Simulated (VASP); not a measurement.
A run of VASP 6.6.1 is set up as follows.

File INCAR:

```
  PREC = Accurate
  ENCUT = 520
  EDIFF = 1E-6
  ISMEAR = -1
  SIGMA = 0.05
  LREAL = Auto
  LASPH = T
  NELM = 80
  ALGO = Normal
  ISIF = 2
  LWAVE = F
  LCHARG = F
  GGA = PE
  IVDW = 12
  NBANDS = 88
```

The input KPOINTS:

```
regular mesh
0
Gamma
  1 1 1
```

File POSCAR:

```
H3SNO2
1.0
    9.0225770000      0.0000000000      0.0000000000
    0.0000000000      9.0225770000      0.0000000000
    0.0000000000      0.0000000000      9.0225770000
N H S O
5 15 5 10
Direct
    1.1209325229      0.8407686629      0.8633342780
    0.3466637082      0.5334728648      0.7094536295
    0.8193667951     -0.0396782427      0.0660343492
    0.7285169193      0.3838038733      0.8110432308
    0.3204184348      0.2545946685      0.3058771347
    1.2004330913      0.9139849956      0.8947776228
    1.0101216094      0.8491143938      0.9111698354
    1.1509572044      0.7603814298      0.7953381833
    0.4089518992      0.4519662176      0.7099080451
    0.2918124168      0.5385711865      0.6070771133
    0.4104148959      0.6303742268      0.7306227478
    0.8910979646      0.0457518955      0.0348015872
    0.8863543088     -0.1007251033      0.1377544353
    0.7558483568      0.0056524871      0.1535148993
    0.7478794584      0.4773580763      0.8813335702
    0.6986584875      0.4328253447      0.7164139469
    0.6431643642      0.3344609860      0.8528383853
    0.3856215358      0.1737641031      0.3456994604
    0.2237165723      0.2799976104      0.3436379651
    0.3859872850      0.3140787826      0.2382024559
    0.0797333179      0.4931850401      0.0577107848
    0.3287530824      0.0549399578      0.6128847667
    0.5544203169      0.8324450986      0.9474898358
    0.5969691364      0.5942648093      0.4044631595
    0.9026689382      0.1663826200      0.7202487715
    0.1775767611      0.4791979054      0.1798045060
   -0.0089885628      0.6252426552      0.0783922376
    0.2334366335      0.1545013138      0.7027814781
    0.4722043381      0.0960479473      0.5710896122
    0.4756844968      0.9615545536      0.8892027189
    0.6470546054      0.7513928670      0.8356814245
    0.5351242777      0.7268987563      0.3343612363
    0.7526674474      0.5625776316      0.3627345048
    0.9835105868      0.2003086258      0.8545008815
    0.9747547735      0.1991227118      0.5884682392
```

Potentials or basis: VASP PAW PBE potentials, release 64 (N, H, S, O).

Command:

```bash
$ cat potpaw_PBE.64/N/POTCAR potpaw_PBE.64/H/POTCAR potpaw_PBE.64/S/POTCAR potpaw_PBE.64/O/POTCAR > POTCAR
$ mpirun -np 1 vasp_gam > vasp.out
```

Problem. Estimate the pressure.

Solution. 0.5 GPa.

Problem. Predict the dispersion energy per atom.

Solution. -0.041 eV.

Stress tensor (GPa, compression positive):
```
 0.78 -0.54  0.42
-0.54  0.40 -1.75
 0.42 -1.75  0.45
```

Caveat: the k points lie up to 0.70 Å⁻¹ apart; the atoms stand as in a frame of molecular dynamics.
